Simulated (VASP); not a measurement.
SiNi3:

```xyz
4
Lattice="3.5420 0.0000 0.0000 0.0000 3.5420 0.0000 0.0000 0.0000 3.5420" Properties=species:S:1:pos:R:3 pbc="T T T"
Ni    1.7710    1.7710    0.0000
Ni    1.7710    0.0000    1.7710
Ni    0.0000    1.7710    1.7710
Si    0.0000    0.0000    0.0000
```

Base run:

| Property | Result |
| --- | --- |
| Program | VASP 6.6.1 |
| Functional | PBEsol |
| Potentials or basis | VASP PAW PBE potentials, release 64 (Ni_sv_GW, Si) |
| Cutoff | 690 eV |
| k mesh | 6 × 6 × 6 |
| Occupations | fermi-dirac, width 0.05 eV |
| Spin | collinear spin, ferromagnetic start |
| Starting moments | [1.5, 1.5, 1.5, 0.0] μB |
| Fixed moment | 4.5 μB |

Its results: pressure 3.4 GPa; site moments Ni +1.24; Si +0.30 μB.

Problem. The run is repeated on the same cell with these changes: functional from PBEsol to PBE. What comes out?

Solution. Pressure 11.5 GPa; site moments Ni +1.24; Si +0.31 μB.

PBE binds less tightly than PBEsol, so the same cell stands under more pressure.

Caveats: the cell stands under pressure; the total moment is fixed, so each spin has its own Fermi level and the state may be an excited one; the PAW data sets were made with another functional, which shifts forces and pressure a little (at least some runs).
